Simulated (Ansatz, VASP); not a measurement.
AlNi2 in VASP and in Ansatz

Contents of POSCAR:

```
AlNi2
1.0
    3.9740030242      0.0000000000      0.0000000000
   -1.9870015121      3.4415875737      0.0000000000
    0.0000000000      0.0000000000      4.9042588200
Al Ni
2 4
Direct
    0.3333333333      0.6666666667      0.1898740600
    0.6666666667      0.3333333333      0.8101259400
    0.3333333333      0.6666666667      0.6851100400
    0.6666666667      0.3333333333      0.3148899600
    0.0000000000      0.0000000000      0.5000000000
    0.0000000000      0.0000000000      0.0000000000
```

File INCAR.step1:

```
SYSTEM = AlNi2
PREC = Accurate
ENCUT = 520
ISMEAR = 0
SIGMA = 0.02
LREAL = .FALSE.
LASPH = .TRUE.
NELM = 60
NBANDS = 32
GGA = PE
ALGO = Normal
EDIFF = 1E-4
LWAVE = .TRUE.
LCHARG = .FALSE.
```

INCAR.step2

```
SYSTEM = AlNi2
PREC = Accurate
ENCUT = 520
EDIFF = 1E-6
ISMEAR = 0
SIGMA = 0.02
LREAL = .FALSE.
LASPH = .TRUE.
NELM = 60
ALGO = Normal
ISIF = 2
LWAVE = .FALSE.
LCHARG = .FALSE.
METAGGA = R2SCAN
LMIXTAU = .TRUE.
NBANDS = 32
ISTART = 1
```

KPOINTS

```
Automatic mesh
0
G
  12 12 8
  0 0 0
```

Input for Ansatz:

```yaml
crystal:
  lattice:
    - [3.9740030242, 0.0, 0.0]
    - [-1.9870015121, 3.4415875737, 0.0]
    - [0.0, 0.0, 4.90425882]
  atoms:
    - { symbol: Al, position: [0.3333333333, 0.6666666667, 0.18987406] }
    - { symbol: Al, position: [0.6666666667, 0.3333333333, 0.81012594] }
    - { symbol: Ni, position: [0.3333333333, 0.6666666667, 0.68511004] }
    - { symbol: Ni, position: [0.6666666667, 0.3333333333, 0.31488996] }
    - { symbol: Ni, position: [0.0, 0.0, 0.5] }
    - { symbol: Ni, position: [0.0, 0.0, 0.0] }
basis:
  ecutwfc: 500
kpoints:
  mp_grid: { grid: [12, 12, 8] }
hamiltonian:
  xc: r2scan
scf:
  occupations: { method: gaussian, width: 0.02 }
output:
  forces: true
  stress: true
  eigenvalues: true
```

Alike in both runs: task single point; functional r2SCAN; k mesh 12 × 12 × 8; occupations gaussian, width 0.02 eV; no spin polarisation.

|  | VASP | Ansatz |
| --- | --- | --- |
| version | VASP 6.6.1 | Ansatz 0.2.0 |
| potentials or method | VASP PAW PBE potentials, release 64 (Al, Ni), cutoff 520 eV | scalar-relativistic, plane waves, PAW |
| valence electrons in the cell | 46 | 78 |

Ansatz gave:

```
gap on the k mesh at the Fermi level (eV) : none
pressure (GPa)                            : 0.6
rms of the force components (eV/Å)        : 0.005
```

Task: Estimate VASP's values.

Result: gap on the k mesh at the Fermi level (eV): none; pressure (GPa): 0.7; rms of the force components (eV/Å): 0.002.

VASP's potentials were made for PBE, not for r2SCAN. Atom by atom the forces differ by 0.003 eV/Å (rms over components). A gap of «none» marks a metal or a gap that the smearing closes. VASP's potentials hold 46 valence electrons a cell and Ansatz's 78, so a difference there can come from the potentials and not from the codes.
